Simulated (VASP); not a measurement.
The system is SiC4.

```
CELL_PARAMETERS angstrom
4.28552 0.00000 0.00000
-2.14276 3.71137 0.00000
0.00000 0.00000 4.86367
ATOMIC_POSITIONS crystal
Si 0.00000 0.00000 0.00000
C 0.33333 0.66667 0.79977
C 0.33333 0.66667 0.20023
C 0.66667 0.33333 0.20023
C 0.66667 0.33333 0.79977
```

* Program: VASP 6.6.1
* Task: relaxation of cell and atoms
* Functional: PBE
* Potentials or basis: VASP PAW PBE potentials, release 64 (Si, C)
* Cutoff: 600 eV
* k mesh: 6 × 6 × 4
* Occupations: gaussian, width 0.1 eV
* Spin: no spin polarisation

At the start: pressure -27.8 GPa; volume 15.47 Å³/atom.

Question: Where does the relaxation end?

Answer: Over 7 steps the energy falls by 1141.8 meV/atom and the volume is 8.93 Å³/atom (-42.3 %); space group P6/mmm (No. 191, to 0.05 Å).

The path:
| step | energy change (eV) | largest force (eV/Å) | pressure (GPa) | volume (Å³) |
| --- | --- | --- | --- | --- |
| 1 | 0.0000 | 2.8831 | -27.78 | 77.36 |
| 2 | -5.1483 | 0.3306 | -12.02 | 51.04 |
| 3 | -5.2112 | 1.9362 | -3.55 | 48.67 |
| 4 | -5.2163 | 1.3524 | -6.55 | 49.41 |
| 5 | -5.7028 | 0.1583 | 1.38 | 44.09 |
| 6 | -5.7091 | 0.0537 | 0.09 | 44.55 |
| 7 | -5.7091 | 0.0309 | -0.15 | 44.64 |

Final structure:
```
Si C
1.0
     3.46665    0.00000    0.00000
    -1.73332    3.00220    0.00000
     0.00000    0.00000    4.28932
Si C
1 4
Direct
  0.00000 0.00000 0.00000
  0.33333 0.66667 0.82046
  0.33333 0.66667 0.17954
  0.66667 0.33333 0.17954
  0.66667 0.33333 0.82046
```

Caveat: the volume moved by over 15 % at a fixed basis, so the end points are rough; this functional lacks dispersion, which binds the layers, so the pressure and a relaxed spacing across them are unreliable.
